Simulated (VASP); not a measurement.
# Si (Imma) in VASP: further runs, part 2 of 2

VASP 6.6.1. Earlier steps stand in the parts before.

**3. Electric field gradients, PBE (zz strain of +2 %)**

File INCAR:

```
SYSTEM = Si
PREC = Accurate ; ENCUT = 520
EDIFF = 1E-8 ; ISMEAR = -1
SIGMA = 0.05 ; LREAL = .False.
LASPH = .True. ; NELM = 100
ALGO = Normal ; ISIF = 2
LWAVE = .False. ; LCHARG = .False.
GGA = PE ; LEFG = .True.
NBANDS = 11
```

File KPOINTS:

```
regular mesh
0
Gamma
  16 16 16
  0 0 0
```

File POSCAR:

```
Si
1.0
   -2.2510000000      2.3685000000      1.3005000000
    2.2510000000     -2.3685000000      1.3005000000
    2.2510000000      2.3685000000     -1.3005000000
Si
2
Direct
    0.8070000000      0.5570000000      0.2500000000
    0.1930000000      0.4430000000      0.7500000000
```

Potentials or basis: VASP PAW PBE potentials, release 64 (Si).

Run with:

```sh
$ cat potpaw_PBE.64/Si/POTCAR > POTCAR
$ mpirun -np 1 vasp_std > vasp.out
```

OUTCAR:

```text
SYSTEM = Si
   PREC = Accurate
   ENCUT = 520
   EDIFF = 1E-8
   ISMEAR = -1
   LREAL = .False.
   LASPH = .True.
   NELM = 100
   ISIF = 2
   GGA = PE

 ion  position               nearest neighbor table
   1  0.807  0.557  0.250-   2 2.39   2 2.39   2 2.46   2 2.46   2 2.76   2 2.76
   2  0.193  0.443  0.750-   1 2.39   1 2.39   1 2.46   1 2.46   1 2.76   1 2.76

  LATTYP: Found a body centered orthorhombic cell.
 ALAT       =     2.6010000000
 B/A-ratio  =     1.7308727413
 C/A-ratio  =     1.8212226067

  Lattice vectors:

 A1 = (   2.2510000000,  -2.3685000000,   1.3005000000)
[... 552 lines left out ...]
  free  energy   TOTEN  =       -10.1499912006 eV

  energy  without entropy=      -10.1437775695  energy(sigma->0) =      -10.14688439

 Electric field gradients (V/A^2)
---------------------------------------------------------------------
 ion       V_xx      V_yy      V_zz      V_xy      V_xz      V_yz
---------------------------------------------------------------------
   1       8.384   -28.359    19.974    -0.000    -0.000    -0.000
   2       8.384   -28.359    19.974    -0.000    -0.000    -0.000
---------------------------------------------------------------------

 Electric field gradients after diagonalization (V/A^2)
 (convention: |V_zz| > |V_xx| > |V_yy|)
----------------------------------------------------------------------
 ion       V_xx      V_yy      V_zz     asymmetry (V_yy - V_xx)/ V_zz
----------------------------------------------------------------------
   1      19.974     8.384   -28.359       0.409
   2      19.974     8.384   -28.359       0.409
----------------------------------------------------------------------

           NMR quadrupolar parameters

 Cq : quadrupolar parameter    Cq=e*Q*V_zz/h
 eta: asymmetry parameters     (V_yy - V_xx)/ V_zz
 Q  : nuclear electric quadrupole moment in mb (millibarn)
----------------------------------------------------------------------
 ion       Cq(MHz)       eta       Q (mb)
----------------------------------------------------------------------
   1      -0.069       0.409       1.000
   2      -0.069       0.409       1.000
----------------------------------------------------------------------
```

OSZICAR:

```text
N       E                     dE             d eps       ncg     rms          rms(c)
DAV:   1     0.607555082237E+01    0.60756E+01   -0.35089E+03 13670   0.616E+02
DAV:   2    -0.973723833609E+01   -0.15813E+02   -0.15205E+02 17879   0.867E+01
DAV:   3    -0.101718110520E+02   -0.43457E+00   -0.43027E+00 17825   0.115E+01
DAV:   4    -0.101734414537E+02   -0.16304E-02   -0.16302E-02 16612   0.871E-01
DAV:   5    -0.101734476481E+02   -0.61944E-05   -0.61946E-05 17229   0.487E-02    0.476E+00
DAV:   6    -0.101587494574E+02    0.14698E-01   -0.52799E-03 16119   0.372E-01    0.277E+00
DAV:   7    -0.101500351024E+02    0.87144E-02   -0.11623E-02 15818   0.589E-01    0.218E-01
DAV:   8    -0.101500102097E+02    0.24893E-04   -0.95099E-04 16053   0.178E-01    0.743E-02
DAV:   9    -0.101499912892E+02    0.18920E-04   -0.44648E-05 17233   0.377E-02    0.369E-02
DAV:  10    -0.101499911944E+02    0.94876E-07   -0.29827E-06 16599   0.118E-02    0.361E-03
DAV:  11    -0.101499912006E+02   -0.62279E-08   -0.41742E-08 16712   0.124E-03
   1 F= -.10149991E+02 E0= -.10146884E+02  d E =-.621363E-02
```

Run time: 3.2 min. Hardware: 1 thread of AMD EPYC 7R13, shared host; peak memory 0.24 GiB.

Results:

```yaml
Free_energy: -10.1500 eV
Pressure: 12.6 GPa
Largest_force: 0.025 eV/Å
Band_gap_on_the_k_mesh: zero (bands 4 and 5 overlap by 7.59 eV)
Largest_electric_field_gradient_by_atom: Si -28.4 V/Å²
```

Forces on the atoms (eV/Å):
```
Si   0.000  0.000  0.025
Si   0.000  0.000 -0.025
```

Electric field gradients, principal values (V/Å²):
| atom | least | middle | greatest (by size) |
| --- | --- | --- | --- |
| 1 Si | 8.384 | 19.974 | -28.359 |
| 2 Si | 8.384 | 19.974 | -28.359 |

Caveat: the cell differs from its parent crystal (zz strain of +2 %); the cell stands under pressure; without QUAD_EFG the Cq values of the log hold for a quadrupole moment of 1 mb, not for the nuclei.

**4. Electric field gradients, PBE (zz strain of +2 %)**

File INCAR:

```
PREC = Accurate
ENCUT = 520
EDIFF = 1E-8
ISMEAR = -1
SIGMA = 0.05
LREAL = F
LASPH = T
NELM = 60
ALGO = Normal
ISIF = 2
LWAVE = F
LCHARG = F
GGA = PE
LEFG = T
NBANDS = 11
```

File KPOINTS:

```
regular mesh
0
Gamma
  16 16 16
```

POSCAR is that of step 3.

Potentials or basis: VASP PAW PBE potentials, release 64 (Si).

Run with:

```sh
$ cat potpaw_PBE.64/Si/POTCAR > POTCAR
$ mpirun -np 1 vasp_std > vasp.out
```

OUTCAR:

```text
PREC = Accurate
   ENCUT = 520
   EDIFF = 1E-8
   ISMEAR = -1
   LREAL = F
   LASPH = T
   NELM = 60
   ISIF = 2
   GGA = PE

 ion  position               nearest neighbor table
   1  0.807  0.557  0.250-   2 2.39   2 2.39   2 2.46   2 2.46   2 2.76   2 2.76
   2  0.193  0.443  0.750-   1 2.39   1 2.39   1 2.46   1 2.46   1 2.76   1 2.76

  LATTYP: Found a body centered orthorhombic cell.
 ALAT       =     2.6010000000
 B/A-ratio  =     1.7308727413
 C/A-ratio  =     1.8212226067

  Lattice vectors:

[... 552 lines left out ...]
  ---------------------------------------------------
  free  energy   TOTEN  =       -10.1499912006 eV

  energy  without entropy=      -10.1437775695  energy(sigma->0) =      -10.14688439

 Electric field gradients (V/A^2)
---------------------------------------------------------------------
 ion       V_xx      V_yy      V_zz      V_xy      V_xz      V_yz
---------------------------------------------------------------------
   1       8.384   -28.359    19.974    -0.000    -0.000    -0.000
   2       8.384   -28.359    19.974    -0.000    -0.000    -0.000
---------------------------------------------------------------------

 Electric field gradients after diagonalization (V/A^2)
 (convention: |V_zz| > |V_xx| > |V_yy|)
----------------------------------------------------------------------
 ion       V_xx      V_yy      V_zz     asymmetry (V_yy - V_xx)/ V_zz
----------------------------------------------------------------------
   1      19.974     8.384   -28.359       0.409
   2      19.974     8.384   -28.359       0.409
----------------------------------------------------------------------

           NMR quadrupolar parameters

 Cq : quadrupolar parameter    Cq=e*Q*V_zz/h
 eta: asymmetry parameters     (V_yy - V_xx)/ V_zz
 Q  : nuclear electric quadrupole moment in mb (millibarn)
----------------------------------------------------------------------
 ion       Cq(MHz)       eta       Q (mb)
----------------------------------------------------------------------
   1      -0.069       0.409       1.000
   2      -0.069       0.409       1.000
----------------------------------------------------------------------
```

It took 3.2 min on 1 thread of AMD EPYC 7R13, shared host; peak memory 0.24 GiB.

Results:

* Free energy: -10.1500 eV
* Pressure: 12.6 GPa
* Largest force: 0.025 eV/Å
* Band gap on the k mesh: zero (bands 4 and 5 overlap by 7.59 eV)
* Largest electric field gradient by atom: Si -28.4 V/Å²

Forces in eV/Å, atoms in the order of the input:
```
Si   0.000  0.000  0.025
Si   0.000  0.000 -0.025
```

Electric field gradients, principal values (V/Å²):
```tsv
atom	least	middle	greatest (by size)
1 Si	8.384	19.974	-28.359
2 Si	8.384	19.974	-28.359
```

Caveat: the cell differs from its parent crystal (zz strain of +2 %); the cell stands under pressure; without QUAD_EFG the Cq values of the log hold for a quadrupole moment of 1 mb, not for the nuclei.
